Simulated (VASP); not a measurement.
A run of VASP 6.6.1 is set up as follows.

Contents of INCAR:

```
SYSTEM = SrPrI
  ALGO = Normal
  EDIFF = 1E-7
  EDIFFG = -0.01
  ENCUT = 500
  GGA = PE
  GGA_COMPAT = .FALSE.
  IBRION = 2
  ISIF = 3
  ISMEAR = 0
  LASPH = .TRUE.
  LCHARG = .FALSE.
  LMAXMIX = 6
  LREAL = .FALSE.
  LWAVE = .FALSE.
  NELM = 200
  NELMIN = 4
  NSW = 100
  PREC = Accurate
  SIGMA = 0.1
```

KPOINTS

```
k-points
0
G
  12 12 12
  0 0 0
```

The input POSCAR:

```
SrPrI
1.0
    5.8307008981      0.0000000000      0.0000000000
   -2.9153504490      5.0495350996      0.0000000000
    0.0000000000      0.0000000000      4.1702634972
Sr Pr I
1 1 1
Direct
    0.0000000000      0.0000000000      0.0000000000
    0.6666666667      0.3333333333      0.5000000000
    0.3333333333      0.6666666667      0.0000000000
```

Potentials or basis: VASP PAW PBE potentials, release 64 (Sr_sv, Pr_3, I), 4f in core.

Run with:

```sh
$ cat potpaw_PBE.64/Sr_sv/POTCAR potpaw_PBE.64/Pr_3/POTCAR potpaw_PBE.64/I/POTCAR > POTCAR
$ mpirun -np 1 vasp_std > vasp.out
```

Q: What does it give for the relaxed volume?

A: 40.50 Å³/atom.

Q: Predict the relaxed cell.

A: a = 5.825 Å, b = 5.825 Å, c = 4.134 Å, α = 90.00°, β = 90.00°, γ = 120.00°.

Q: Predict the band gap on the k mesh.

A: Zero (bands 14 and 15 overlap by 0.38 eV).

The path:
| step | energy change (eV) | largest force (eV/Å) | pressure (GPa) | volume (Å³) |
| --- | --- | --- | --- | --- |
| 1 | 0.0000 | 0.0000 | -0.17 | 122.78 |
| 2 | -0.0009 | 0.0000 | -0.06 | 122.03 |
| 3 | -0.0011 | 0.0000 | 0.02 | 121.50 |
| 4 | -0.0011 | 0.0000 | 0.04 | 121.38 |
| 5 | -0.0012 | 0.0000 | 0.02 | 121.49 |

Caveat: spin-orbit coupling is left out, which moves the levels of the heavy elements; the 4f electrons are frozen in the core, so they carry no moment and show no levels; the run has no spin polarisation, though such a crystal can be magnetic. Spin polarisation is off, so any magnetic state and its effect on volume and gap are missing.
